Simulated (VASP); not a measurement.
## CaI2: relaxation of shape and atoms at fixed volume with LDA

CaI2:

```
Ca I
1.0
     4.52897    0.00000    0.00000
    -2.26448    3.92220    0.00000
     0.00000    0.00000    7.20983
Ca I
1 2
Direct
  0.00000 0.00000 0.00000
  0.33333 0.66667 0.24430
  0.66667 0.33333 0.75570
```

```
Program                : VASP 6.6.1
Task                   : relaxation of shape and atoms at fixed volume
Functional             : LDA
Potentials or basis    : VASP PAW LDA potentials, release 64 (Ca_sv, I)
Cutoff                 : 600 eV
k mesh                 : 7 × 7 × 4
Occupations            : fermi-dirac, width 0.03 eV
Spin                   : no spin polarisation
Dipole correction      : no
Further INCAR settings : ALGO = Normal; EDIFF = 1e-06; IBRION = 2; EDIFFG = -0.01; NSW = 50; ISIF = 4
```

| Quantity | Value |
| --- | --- |
| Energy gained by relaxing | 10.2 meV/atom |
| Ionic steps | 7 |
| Pressure after relaxing | -0.7 GPa |
| Largest force after relaxing | 0.005 eV/Å |
| Band gap on the k mesh | 3.63 eV, indirect (least direct gap 4.19 eV) |

Forces in eV/Å, atoms in the order of the input:
```
Ca   0.000  0.000  0.000
I    0.000  0.000 -0.005
I    0.000  0.000  0.005
```

Step by step:
```csv
step,energy change (eV),largest force (eV/Å),pressure (GPa),volume (Å³)
1,0.0000,0.2373,-1.99,128.07
2,-0.0057,0.2065,-1.87,128.07
3,-0.0186,0.1118,-1.49,128.07
4,-0.0249,0.0942,-0.65,128.07
5,-0.0258,0.0368,-0.89,128.07
6,-0.0289,0.0221,-0.82,128.07
7,-0.0306,0.0050,-0.72,128.07
```

Final structure:
```cif
data_structure
_symmetry_space_group_name_H-M 'P 1'
_symmetry_Int_Tables_number 1
_cell_length_a 4.4196
_cell_length_b 4.4196
_cell_length_c 7.5709
_cell_angle_alpha 90.000
_cell_angle_beta 90.000
_cell_angle_gamma 120.000
_cell_volume 128.07
loop_
_atom_site_label
_atom_site_type_symbol
_atom_site_fract_x
_atom_site_fract_y
_atom_site_fract_z
_atom_site_occupancy
Ca1 Ca 0.00000 0.00000 0.00000 1
I1 I 0.33333 0.66667 0.23011 1
I2 I 0.66667 0.33333 0.76989 1
```

Levels at points of the mesh, in eV from the valence-band top:
| k point | band 9 | band 10 | band 11 | band 12 | band 13 | band 14 | band 15 | band 16 |
| --- | --- | --- | --- | --- | --- | --- | --- | --- |
| (0.00, 0.00, 0.00) | -0.77 | -0.07 | 0.00 | 0.00 | 4.23 | 4.48 | 4.48 | 4.62 |
| (0.00, 0.00, 0.50) | -0.74 | -0.74 | -0.04 | -0.04 | 4.39 | 4.47 | 4.47 | 5.37 |

Wall time 3.3 min on 1 thread of Intel(R) Xeon(R) Platinum 8259CL CPU @ 2.50GHz (Skylake/Cascade Lake), on a shared host, peak memory 0.26 GiB.

Caveat: spin-orbit coupling is left out, which moves the levels of the heavy elements. A k mesh can miss the band edges.
